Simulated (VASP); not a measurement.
# W (Fm-3m) in VASP: notebook, part 2 of 3

VASP 6.6.1. The steps go on from the part before.

### 4 Electric field gradients, PBE (volume scaled by 1.05)

File INCAR:

```
ALGO = Normal
EDIFF = 1E-8
ENCUT = 520
GGA = PE
ISIF = 2
ISMEAR = -1
LASPH = True
LCHARG = False
LEFG = True
LREAL = False
LWAVE = False
NBANDS = 13
NELM = 80
PREC = Accurate
SIGMA = 0.05
```

File KPOINTS:

```
k-points
0
Gamma
  14 14 14
```

File POSCAR:

```
W
1.0
    0.0000000000      2.0632846043      2.0632846043
    2.0632846043      0.0000000000      2.0632846043
    2.0632846043      2.0632846043      0.0000000000
W
1
Direct
    0.0000000000      0.0000000000      0.0000000000
```

Potentials or basis: VASP PAW PBE potentials, release 64 (W_sv).

Started as:

```bash
cat potpaw_PBE.64/W_sv/POTCAR > POTCAR
mpirun -np 1 vasp_std > vasp.out
```

OUTCAR:

```text
EDIFF = 1E-8
   ENCUT = 520
   GGA = PE
   ISIF = 2
   ISMEAR = -1
   LASPH = True
   LREAL = False
   NELM = 80
   PREC = Accurate

 ion  position               nearest neighbor table
   1  0.000  0.000  0.000-

  LATTYP: Found a face centered cubic cell.
 ALAT       =     4.1265692086

  Lattice vectors:

 A1 = (   0.0000000000,   2.0632846043,   2.0632846043)
 A2 = (   2.0632846043,   0.0000000000,   2.0632846043)
 A3 = (   2.0632846043,   2.0632846043,   0.0000000000)

Analysis of symmetry for initial positions (statically):
=====================================================================
 Subroutine PRICEL returns:
 Original cell was already a primitive cell.

 Routine SETGRP: Setting up the symmetry group for a
 face centered cubic supercell.

 Subroutine GETGRP returns: Found 48 space group operations
 (whereof 48 operations were pure point group operations)
 out of a pool of 48 trial point group operations.

The static configuration has the point symmetry O_h .

Analysis of symmetry for dynamics (positions and initial velocities):
=====================================================================
 Subroutine PRICEL returns:
 Original cell was already a primitive cell.

 Routine SETGRP: Setting up the symmetry group for a
 face centered cubic supercell.

 Subroutine GETGRP returns: Found 48 space group operations
 (whereof 48 operations were pure point group operations)
 out of a pool of 48 trial point group operations.

The dynamic configuration has the point symmetry O_h .

 Subroutine INISYM returns: Found 48 space group operations
 (whereof 48 operations are pure point group operations),
 and found     1 'primitive' translations

----------------------------------------------------------------------------------------

                                     Primitive cell

  volume of cell :      17.5674

  direct lattice vectors                    reciprocal lattice vectors
     0.000000000  2.063284604  2.063284604    -0.242332056  0.242332056  0.242332056
     2.063284604  0.000000000  2.063284604     0.242332056 -0.242332056  0.242332056
     2.063284604  2.063284604  0.000000000     0.242332056  0.242332056 -0.242332056

  length of vectors
     2.917925070  2.917925070  2.917925070     0.419731433  0.419731433  0.419731433

  position of ions in fractional coordinates (direct lattice)
     0.000000000  0.000000000  0.000000000

  ion indices of the primitive-cell ions
   primitive index   ion index
                 1           1

----------------------------------------------------------------------------------------

 KPOINTS: k-points

Automatic generation of k-mesh.
 Grid dimensions read from file:
 generate k-points for:   14   14   14

 Generating k-lattice:

  Cartesian coordinates                     Fractional coordinates (reciprocal lattice)
[... 65 lines left out ...]
   NFREE  =      0    steps in history (QN), initial steepest desc. (CG)
   ISIF   =      2    stress and relaxation
   ISYM   =      2    0-nonsym 1-usesym 2-fastsym
   POTIM  = 0.5000    time-step for ionic-motion
   TEBEG  =    0.0;   TEEND  =   0.0 temperature during run
   PSTRESS=    0.0 pullay stress
   NELECT =      14.0000    total number of electrons
   NUPDOWN=      -1.0000    fix difference up-down
   EMIN   =  10.00;   EMAX   =-10.00  energy-range for DOS
   EFERMI =   0.00;   METHOD = LEGACY
   ISMEAR =    -1;   SIGMA  =   0.05  broadening in eV -4-tet -1-fermi 0-gaus
   EFERMI_NEDOS =   21; number of points for ismear=-14 and -15
   IALGO  =     38    algorithm
   IMIX   =      4    mixing-type and parameters
     AMIX     =   0.40;   BMIX     =  1.00
     AMIX_MAG =   1.60;   BMIX_MAG =  1.00
  volume/ion in A,a.u.               =      17.57       118.55
  Fermi-wavevector in a.u.,A,eV,Ry     =   1.517802  2.868229 31.344041  2.303722
  Thomas-Fermi vector in A             =   2.627008
   LORBIT       =      0    0 simple, 1 ext, 2 COOP (PROOUT), +10 PAW based schemes
   GGA     = PE    functional components
   LHFCALC =     F    Hartree Fock is set to
   AEXX    =    0.0000 exact exchange contribution
   IVDW    =     0    specifies the selected vdW correction
   LEPSILON=     F    determine dielectric tensor
   LRPA    =     F    only Hartree local field effects (RPA)
 non-spin polarized calculation
  energy-cutoff  :      520.00
  volume of cell :       17.57
 maximum number of plane-waves:       495
 NGX is ok and might be reduce to    24
   NGX = 11   NGY = 11   NGZ = 11

 number of electron      13.9999998 magnetization

 Free energy of the ion-electron system (eV)
  ---------------------------------------------------
  ext. energy  EPLUGINS =         0.00000000
  ---------------------------------------------------
  free energy    TOTEN  =       -12.42020669 eV

  energy without entropy =      -12.40842431  energy(sigma->0) =      -12.41431550

 E-fermi :   9.5727     XC(G=0): -13.0601

 val. band max:        9.5675722829   @ k =   0.4286   0.0000   0.0000
 cond. band min:       9.5777244958   @ k =  -0.3571   0.4286   0.0714
 fundamental gap:      0.0101522129
 Fermi energy:         9.5727329383

 k-point     1 :       0.0000    0.0000    0.0000
  band No.  band energies     occupation
      1     -64.2335      2.00000
      2     -27.9400      2.00000
      3     -27.9400      2.00000
      4     -27.9400      2.00000
      5       0.9464      2.00000
      6       9.0962      1.99985
      7       9.0962      1.99985
      8       9.0962      1.99985
      9      11.9277      0.00000
     10      11.9277      0.00000
     11      22.2718      0.00000
     12      27.1597      0.00000
     13      27.1597      0.00000
[... 354 lines left out ...]
  band No.  band energies     occupation
      1     -64.1876      2.00000
      2     -28.3995      2.00000
      3     -28.0657      2.00000
      4     -28.0562      2.00000
      5       3.5121      2.00000
      6       7.5028      2.00000
      7       9.2929      1.99261
      8      10.1561      0.00002
      9      11.4021      0.00000
     10      12.8860      0.00000
     11      23.7053      0.00000
     12      26.4398      0.00000
     13      28.4459      0.00000

 [... further k-points ...]
[... 5 lines left out ...]
  --------------------------------------------------------------------------------------
  -------------------------------------------------------------------------------------
  Total       -1.7557769     -1.7557769     -1.7557769     -0.0000000      0.0000000      0.0000000
  in kB     -160.1299254   -160.1299254   -160.1299254     -0.0000000      0.0000000      0.0000000
  external PRESSURE =    -160.1299254 kB  Pullay stress =       0.0000000 kB

 VOLUME and BASIS-vectors are now :
 -----------------------------------------------------------------------------
  energy-cutoff  :      520.00
  volume of cell :       17.57
      direct lattice vectors                 reciprocal lattice vectors
     0.000000000  2.063284604  2.063284604    -0.242332056  0.242332056  0.242332056
     2.063284604  0.000000000  2.063284604     0.242332056 -0.242332056  0.242332056
     2.063284604  2.063284604  0.000000000     0.242332056  0.242332056 -0.242332056

 POSITION                                       TOTAL-FORCE (eV/Angst)
 -----------------------------------------------------------------------------------
      0.00000      0.00000      0.00000        -0.000000     -0.000000      0.000000
 -----------------------------------------------------------------------------------
    total drift:                                0.000000      0.000000     -0.000000

  FREE ENERGIE OF THE ION-ELECTRON SYSTEM (eV)
  ---------------------------------------------------
  free  energy   TOTEN  =       -12.4202066882 eV

  energy  without entropy=      -12.4084243111  energy(sigma->0) =      -12.41431550

 Electric field gradients (V/A^2)
---------------------------------------------------------------------
 ion       V_xx      V_yy      V_zz      V_xy      V_xz      V_yz
---------------------------------------------------------------------
   1      -0.000    -0.000    -0.000    -0.000    -0.000    -0.000
---------------------------------------------------------------------

 Electric field gradients after diagonalization (V/A^2)
 (convention: |V_zz| > |V_xx| > |V_yy|)
----------------------------------------------------------------------
 ion       V_xx      V_yy      V_zz     asymmetry (V_yy - V_xx)/ V_zz
----------------------------------------------------------------------
   1       0.000     0.000    -0.001       0.000
----------------------------------------------------------------------

           NMR quadrupolar parameters

 Cq : quadrupolar parameter    Cq=e*Q*V_zz/h
 eta: asymmetry parameters     (V_yy - V_xx)/ V_zz
 Q  : nuclear electric quadrupole moment in mb (millibarn)
----------------------------------------------------------------------
 ion       Cq(MHz)       eta       Q (mb)
----------------------------------------------------------------------
   1      -0.000       0.000       1.000
----------------------------------------------------------------------
```

OSZICAR:

```text
N       E                     dE             d eps       ncg     rms          rms(c)
DAV:   1     0.827912149460E+02    0.82791E+02   -0.74841E+03  2704   0.121E+03
DAV:   2    -0.114489300930E+02   -0.94240E+02   -0.90806E+02  3014   0.310E+02
DAV:   3    -0.131032219399E+02   -0.16543E+01   -0.16450E+01  2989   0.396E+01
DAV:   4    -0.131107882547E+02   -0.75663E-02   -0.75656E-02  3014   0.298E+00
DAV:   5    -0.131108610694E+02   -0.72815E-04   -0.72814E-04  3024   0.278E-01    0.168E+01
DAV:   6    -0.125537346384E+02    0.55713E+00   -0.50670E-01  2859   0.919E+00    0.601E+00
DAV:   7    -0.124245155485E+02    0.12922E+00   -0.22527E-01  3014   0.576E+00    0.743E-01
DAV:   8    -0.124204125812E+02    0.41030E-02   -0.43373E-03  2714   0.851E-01    0.113E-01
DAV:   9    -0.124202054155E+02    0.20717E-03   -0.22453E-04  3094   0.171E-01    0.335E-02
DAV:  10    -0.124202061902E+02   -0.77469E-06   -0.13289E-05  2879   0.447E-02    0.293E-03
DAV:  11    -0.124202068182E+02   -0.62797E-06   -0.26399E-07  2914   0.596E-03    0.578E-04
DAV:  12    -0.124202066607E+02    0.15749E-06   -0.49955E-09  2182   0.906E-04    0.813E-05
DAV:  13    -0.124202066838E+02   -0.23157E-07   -0.75664E-10  1497   0.371E-04    0.237E-05
DAV:  14    -0.124202066882E+02   -0.43467E-08   -0.91526E-11  1397   0.139E-04
   1 F= -.12420207E+02 E0= -.12414315E+02  d E =-.117824E-01
```

It took 11 s on 1 thread of Intel Xeon Platinum 8488C (Sapphire Rapids), shared host; peak memory 0.15 GiB.

Results:

```yaml
Free_energy: -12.4202 eV
Pressure: -16.0 GPa
Band_gap_on_the_k_mesh: zero (band 7 reaches 12.28 eV, above the bottom of band 8 at 9.10 eV)
```

Levels at points of the mesh, in eV from the Fermi level:
| k point | band 5 | band 6 | band 7 | band 8 | band 9 | band 10 |
| --- | --- | --- | --- | --- | --- | --- |
| (0.00, 0.00, 0.00) | -8.63 | -0.48 | -0.48 | -0.48 | 2.35 | 2.35 |
| (0.50, 0.00, 0.00) | -5.24 | -0.67 | -0.67 | 0.46 | 4.59 | 4.59 |
| (0.50, 0.50, 0.00) | -5.02 | -4.10 | 2.71 | 4.55 | 5.24 | 5.24 |

Caveat: without QUAD_EFG the Cq values of the log hold for a quadrupole moment of 1 mb, not for the nuclei; spin-orbit coupling is left out, which moves the levels of the heavy elements.

### 5 Density of states, PBE

File POSCAR:

```
W
1.0
    0.0000000000      2.0300000000      2.0300000000
    2.0300000000      0.0000000000      2.0300000000
    2.0300000000      2.0300000000      0.0000000000
W
1
Direct
    0.0000000000      0.0000000000      0.0000000000
```

File INCAR.step1:

```
SYSTEM = W
ALGO = Normal ; EDIFF = 1E-7
ENCUT = 520 ; GGA = PE
ISIF = 2 ; ISMEAR = -1
LASPH = .True. ; LCHARG = .True.
LMAXMIX = 4 ; LREAL = .False.
LWAVE = .False. ; NBANDS = 13
NELM = 100 ; PREC = Accurate
SIGMA = 0.05
```

File KPOINTS.step1:

```
k-points
0
Gamma
  14 14 14
  0 0 0
```

File INCAR.step2:

```
SYSTEM = W
ALGO = Normal ; EDIFF = 1E-7
ENCUT = 520 ; GGA = PE
ICHARG = 11 ; ISIF = 2
ISMEAR = -5 ; LASPH = .True.
LCHARG = .False. ; LMAXMIX = 4
LORBIT = 10 ; LREAL = .False.
LWAVE = .False. ; NEDOS = 2001
NELM = 100 ; PREC = Accurate
SIGMA = 0.05
```

File KPOINTS.step2:

```
k-points
0
Gamma
  21 21 21
  0 0 0
```

Started as:

```bash
cat potpaw_PBE.64/W_sv/POTCAR > POTCAR
cp INCAR.step1 INCAR
cp KPOINTS.step1 KPOINTS
mpirun -np 1 vasp_std > vasp.out
cp INCAR.step2 INCAR
cp KPOINTS.step2 KPOINTS
mpirun -np 1 vasp_std > vasp.out
```

It took 24 s on 1 thread of Intel Xeon Platinum 8488C (Sapphire Rapids), shared host; peak memory 0.17 GiB.

The run converged. Its results:

```yaml
Valence_electrons_inside_the_program's_atomic_spheres: W 11.99
```

Levels at points of the mesh, in eV from the Fermi level:
| k point | band 3 | band 4 | band 5 | band 6 | band 7 | band 8 | band 9 | band 10 | band 11 |
| --- | --- | --- | --- | --- | --- | --- | --- | --- | --- |
| (0.00, 0.00, 0.00) | -37.36 | -37.36 | -8.89 | -0.53 | -0.53 | -0.53 | 2.51 | 2.51 | 12.77 |

Caveat: spin-orbit coupling is left out, which moves the levels of the heavy elements; tetrahedron occupations give inexact forces and stress in metals.

[end of part 2 of 3]
